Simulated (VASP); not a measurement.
A run of VASP 6.6.1:

The input INCAR:

```
PREC = Accurate
ENCUT = 500
EDIFF = 1E-6
ISMEAR = 1
SIGMA = 0.2
LREAL = False
LASPH = True
NELM = 120
ALGO = Normal
ISIF = 2
LWAVE = False
LCHARG = False
GGA = PS
NBANDS = 14
GGA_COMPAT = False
```

File KPOINTS:

```
Automatic mesh
0
Gamma
  12 12 12
```

Contents of POSCAR:

```
Rh
1.0
    0.0000000000      1.8978500000      1.8978500000
    1.8978500000      0.0000000000      1.8978500000
    1.8978500000      1.8978500000      0.0000000000
Rh
1
Direct
    0.0000000000      0.0000000000      0.0000000000
```

Potentials or basis: VASP PAW PBE potentials, release 64 (Rh_pv).

Launch:

```bash
$ cat potpaw_PBE.64/Rh_pv/POTCAR > POTCAR
$ mpirun -np 1 vasp_std > vasp.out
```

Hardware: 1 thread of Intel(R) Xeon(R) Platinum 8488C (Sapphire Rapids), with other jobs on the host.

Task: Estimate the wall time of this run.

Result: Wall time 6.8 s on 1 thread of Intel(R) Xeon(R) Platinum 8488C (Sapphire Rapids), with other jobs on the host, peak memory 0.13 GiB. Counts: scf iterations 11, k points 72.
